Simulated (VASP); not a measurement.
# CaBe2O3 (Cmmm) in VASP: further runs, part 2 of 2

VASP 6.6.1. Earlier steps stand in the parts before.

## 5. Single point, PBE

This run uses another cell than the first one, of 11.44 Å³/atom, 1.117 times its volume.

INCAR reads:

```
PREC = Accurate ; ENCUT = 520
EDIFF = 1E-7 ; ISMEAR = 0
SIGMA = 0.02 ; LREAL = F
LASPH = T ; NELM = 100
ALGO = Normal ; ISIF = 2
LWAVE = F ; LCHARG = T
GGA = PE ; LELF = T
LVHAR = T ; NBANDS = 25
```

KPOINTS reads:

```
Automatic mesh
0
Gamma
  6 6 10
```

POSCAR reads:

```
CaBe2O3
1.0
    2.7856606667     -4.1707044802      0.0000000000
    2.7856606667      4.1707044802      0.0000000000
    0.0000000000      0.0000000000      2.9536362360
Ca Be O
1 2 3
Direct
    0.0000000000      0.0000000000      0.0000000000
    0.6378653383      0.3621346617      0.5000000000
    0.3621346617      0.6378653383      0.5000000000
    0.1903365340      0.8096634660      0.5000000000
    0.8096634660      0.1903365340      0.5000000000
    0.5000000000      0.5000000000      0.0000000000
```

Command:

```
$ cat potpaw_PBE.64/Ca_sv/POTCAR potpaw_PBE.64/Be/POTCAR potpaw_PBE.64/O/POTCAR > POTCAR
$ mpirun -np 1 vasp_std > vasp.out
```

It took 82 s on 1 thread of AMD EPYC 9R45 (Zen 5), shared host; peak memory 0.24 GiB.

Results (log left out):

```yaml
Free_energy: -37.2956 eV
Pressure: 0.3 GPa
Largest_force: 0.121 eV/Å
Band_gap_on_the_k_mesh: 1.72 eV, indirect (least direct gap 1.96 eV)
```

Forces on the atoms (eV/Å):
```
Ca   0.000  0.000  0.000
Be   0.000 -0.040  0.000
Be   0.000  0.040  0.000
O    0.000 -0.121  0.000
O    0.000  0.121  0.000
O    0.000  0.000  0.000
```

Stress tensor (GPa, compression positive):
```
-0.03  0.00  0.00
 0.00  0.41  0.00
 0.00  0.00  0.63
```

Levels at points of the mesh, in eV from the valence-band top:
```tsv
k point	band 14	band 15	band 16	band 17	band 18	band 19
(0.00, 0.00, 0.00)	-0.84	-0.39	-0.24	1.72	5.70	5.80
(0.50, 0.00, 0.00)	-1.68	-0.89	-0.23	3.05	5.17	5.86
(0.50, 0.50, 0.00)	-1.12	-0.62	0.00	2.52	5.31	5.72
(0.00, 0.00, 0.50)	-2.30	-1.07	-0.71	3.05	5.77	6.03
(0.50, 0.00, 0.50)	-1.86	-1.61	-1.35	4.65	5.13	6.64
(0.50, 0.50, 0.50)	-2.33	-1.39	-0.12	4.73	6.48	6.94
```

## 6. Single point, PBE

This run uses another cell than the first one, of 11.44 Å³/atom, 1.117 times its volume.

INCAR reads:

```
SYSTEM = CaBe2O3
ALGO = Normal ; EDIFF = 1E-6
ENCUT = 520 ; GGA = PE
ISIF = 2 ; ISMEAR = 0
LASPH = .TRUE. ; LCHARG = .FALSE.
LREAL = .FALSE. ; LWAVE = .FALSE.
NBANDS = 25 ; NELM = 80
PREC = Accurate ; SIGMA = 0.02
```

KPOINTS reads:

```
k-points
0
G
  6 6 10
  0 0 0
```

POSCAR is that of step 5.

Potentials or basis: VASP PAW PBE potentials, release 64 (Ca_sv, Be, O).

Command:

```
$ cat potpaw_PBE.64/Ca_sv/POTCAR potpaw_PBE.64/Be/POTCAR potpaw_PBE.64/O/POTCAR > POTCAR
$ mpirun -np 1 vasp_std > vasp.out
```

Run time: 67 s. Hardware: 1 thread of AMD EPYC 9R45 (Zen 5), shared host; peak memory 0.24 GiB.

It converged, with:

| Item | Value |
| --- | --- |
| Free energy | -37.2956 eV |
| Pressure | 0.3 GPa |
| Largest force | 0.122 eV/Å |
| Band gap on the k mesh | 1.72 eV, indirect (least direct gap 1.96 eV) |

Forces in eV/Å, atoms in the order of the input:
```
Ca   0.000  0.000  0.000
Be   0.000 -0.040  0.000
Be   0.000  0.040  0.000
O    0.000 -0.122  0.000
O    0.000  0.122  0.000
O    0.000  0.000  0.000
```

Stress tensor (GPa, compression positive):
```
-0.04  0.00  0.00
 0.00  0.40  0.00
 0.00  0.00  0.62
```

Levels at points of the mesh, in eV from the valence-band top:
```csv
k point,band 14,band 15,band 16,band 17,band 18,band 19
"(0.00, 0.00, 0.00)",-0.84,-0.39,-0.24,1.72,5.70,5.80
"(0.50, 0.00, 0.00)",-1.68,-0.89,-0.23,3.05,5.17,5.86
"(0.50, 0.50, 0.00)",-1.12,-0.62,0.00,2.52,5.31,5.72
"(0.00, 0.00, 0.50)",-2.30,-1.07,-0.71,3.05,5.77,6.03
"(0.50, 0.00, 0.50)",-1.86,-1.61,-1.35,4.65,5.13,6.64
"(0.50, 0.50, 0.50)",-2.33,-1.39,-0.12,4.73,6.48,6.94
```

A k mesh can miss the band edges.

## 7. Relaxation of cell and atoms, PBE

This run uses another cell than the first one, of 10.77 Å³/atom, 1.051 times its volume.

INCAR reads:

```
SYSTEM = CaBe2O3
  PREC = Accurate
  ENCUT = 600
  EDIFF = 1E-6
  ISMEAR = 0
  SIGMA = 0.02
  LREAL = .False.
  LASPH = .True.
  NELM = 100
  ALGO = Normal
  ISIF = 3
  LWAVE = .False.
  LCHARG = .False.
  GGA = PE
  IBRION = 2
  NSW = 100
  EDIFFG = -0.01
```

KPOINTS reads:

```
Automatic mesh
0
Gamma
  6 6 10
  0 0 0
```

POSCAR reads:

```
CaBe2O3
1.0
    2.5431591308     -4.2082520550      0.0000000000
    2.5431591308      4.2082520550      0.0000000000
    0.0000000000      0.0000000000      3.0177219829
Ca Be O
1 2 3
Direct
    0.0000000000      0.0000000000      0.0000000000
    0.6426595658      0.3573404342      0.5000000000
    0.3573404342      0.6426595658      0.5000000000
    0.1850789463      0.8149210537      0.5000000000
    0.8149210537      0.1850789463      0.5000000000
    0.5000000000      0.5000000000      0.0000000000
```

Command:

```
$ cat potpaw_PBE.64/Ca_sv/POTCAR potpaw_PBE.64/Be/POTCAR potpaw_PBE.64/O/POTCAR > POTCAR
$ mpirun -np 1 vasp_std > vasp.out
```

It took 12 min on 1 thread of AMD EPYC 9R45 (Zen 5), shared host; peak memory 0.27 GiB.

Results (log left out):

```yaml
Free_energy: -37.2990 eV
Relaxed_volume: 11.33 Å³/atom
Relaxed_cell: a = 4.999 Å, b = 4.999 Å, c = 2.965 Å, α = 90.00°, β = 90.00°, γ = 113.42°
Space_group_after_relaxing_to_0.05_Å: Cmmm (No. 65)
Energy_gained_by_relaxing: 1.0 meV/atom
Ionic_steps: 28
Pressure_after_relaxing: 0.0 GPa
Largest_force_after_relaxing: 0.007 eV/Å
Band_gap_on_the_k_mesh: 1.76 eV, indirect (least direct gap 2.02 eV)
```

Forces on the atoms (eV/Å):
```
Ca   0.000  0.000  0.000
Be   0.000  0.003  0.000
Be   0.000 -0.003  0.000
O    0.000  0.007  0.000
O    0.000 -0.007  0.000
O    0.000  0.000  0.000
```

Stress tensor (GPa, compression positive):
```
 0.04  0.00  0.00
 0.00  0.04  0.00
 0.00  0.00 -0.04
```

Step by step:
| step | energy change (eV) | largest force (eV/Å) | pressure (GPa) | volume (Å³) |
| --- | --- | --- | --- | --- |
| 1 | 0.0000 | 0.1472 | 0.31 | 64.59 |
| 2 | -0.0001 | 0.1417 | 0.16 | 64.79 |
| 3 | -0.0007 | 0.0628 | 0.23 | 64.70 |
| 4 | -0.0008 | 0.0287 | -0.24 | 64.88 |
| 5 | -0.0009 | 0.0083 | -0.07 | 64.81 |
| 6 | -0.0010 | 0.0108 | -0.02 | 64.82 |
| 7 | -0.0015 | 0.0180 | 0.11 | 64.84 |
| 8 | -0.0019 | 0.0574 | 0.33 | 64.90 |
| 9 | -0.0020 | 0.0511 | 0.33 | 64.92 |
| 10 | -0.0023 | 0.0312 | 0.34 | 65.01 |
| 11 | -0.0026 | 0.0629 | 0.36 | 65.18 |
| 12 | -0.0028 | 0.1701 | 0.43 | 65.51 |
| 13 | -0.0028 | 0.1398 | 0.40 | 65.42 |
| 14 | -0.0029 | 0.1367 | 0.37 | 65.46 |
| 15 | -0.0032 | 0.1318 | 0.31 | 65.57 |
| 16 | -0.0036 | 0.1214 | 0.19 | 65.81 |
| 17 | -0.0042 | 0.1021 | -0.05 | 66.28 |
| 18 | -0.0042 | 0.0710 | -0.44 | 67.20 |
| 19 | -0.0044 | 0.0809 | -0.33 | 66.86 |
| 20 | -0.0047 | 0.0582 | -0.21 | 67.01 |
| 21 | -0.0054 | 0.0179 | 0.12 | 67.44 |
| 22 | -0.0055 | 0.0211 | 0.18 | 67.52 |
| 23 | -0.0056 | 0.0089 | 0.19 | 67.64 |
| 24 | -0.0056 | 0.0221 | 0.20 | 67.69 |
| 25 | -0.0057 | 0.0487 | 0.22 | 67.81 |
| 26 | -0.0057 | 0.0401 | 0.21 | 67.77 |
| 27 | -0.0058 | 0.0148 | 0.06 | 67.94 |
| 28 | -0.0058 | 0.0069 | 0.01 | 67.99 |

Final structure:
```
Ca Be O
1.0
     2.74392   -4.17882    0.00000
     2.74392    4.17882    0.00000
     0.00000    0.00000    2.96498
Ca Be O
1 2 3
Direct
  0.00000 0.00000 0.00000
  0.63846 0.36154 0.50000
  0.36154 0.63846 0.50000
  0.19008 0.80992 0.50000
  0.80992 0.19008 0.50000
  0.50000 0.50000 0.00000
```

Levels at points of the mesh, in eV from the valence-band top:
| k point | band 14 | band 15 | band 16 | band 17 | band 18 | band 19 |
| --- | --- | --- | --- | --- | --- | --- |
| (0.00, 0.00, 0.00) | -0.83 | -0.32 | -0.26 | 1.76 | 5.72 | 5.88 |
| (0.50, 0.00, 0.00) | -1.65 | -0.90 | -0.24 | 3.07 | 5.28 | 5.92 |
| (0.50, 0.50, 0.00) | -1.15 | -0.55 | 0.00 | 2.55 | 5.34 | 5.75 |
| (0.00, 0.00, 0.50) | -2.29 | -1.05 | -0.68 | 3.11 | 5.77 | 6.10 |
| (0.50, 0.00, 0.50) | -1.85 | -1.59 | -1.34 | 4.72 | 5.17 | 6.67 |
| (0.50, 0.50, 0.50) | -2.28 | -1.39 | -0.05 | 4.74 | 6.53 | 6.90 |

A k mesh can miss the band edges. PBE gaps usually lie below the measured ones, often by a third to a half.

## 8. Overview

| task | cell | k mesh | cutoff (eV) | smearing | gap on the mesh (eV) | pressure (GPa) | relaxed volume (Å³/atom) | largest force (eV/Å) |
| --- | --- | --- | --- | --- | --- | --- | --- | --- |
| single point | a = 4.908, b = 4.908, c = 3.303 Å, angles 90.0, 90.0, 129.4°, 6 atoms | 4 × 4 × 6 | 520 | gaussian 0.1 eV | 2.35 | 4.5 | - | 5.80 |
| single point | a = 4.917, b = 4.917, c = 3.018 Å, angles 90.0, 90.0, 117.7°, 6 atoms | 4 × 4 × 6 | 520 | gaussian 0.1 eV | 1.92 | 0.5 | - | 0.14 |
| relaxation of cell and atoms | relaxed from a = 4.908, b = 4.908, c = 3.303 Å, angles 90.0, 90.0, 129.4°, 6 atoms | 4 × 4 × 6 | 600 | gaussian 0.1 eV | 1.97 | -0.2 | 10.64 | 0.01 |
| single point | a = 5.015, b = 5.015, c = 2.954 Å, angles 90.0, 90.0, 112.5°, 6 atoms | 6 × 6 × 10 | 520 | gaussian 0.02 eV | 1.72 | 0.3 | - | 0.12 |
| relaxation of cell and atoms | relaxed from a = 4.917, b = 4.917, c = 3.018 Å, angles 90.0, 90.0, 117.7°, 6 atoms | 6 × 6 × 10 | 600 | gaussian 0.02 eV | 1.76 | 0.0 | 11.33 | 0.01 |

Alike in all rows: level PBE; potentials or basis VASP PAW PBE potentials, release 64 (Ca_sv, Be, O); no spin polarisation.

Caveats: forces of over 1 eV/Å act on the atoms, so gaps and moduli don't describe the material at rest (some runs).

Total energies depend on the potentials used, so only differences within one code and one set of settings carry meaning.
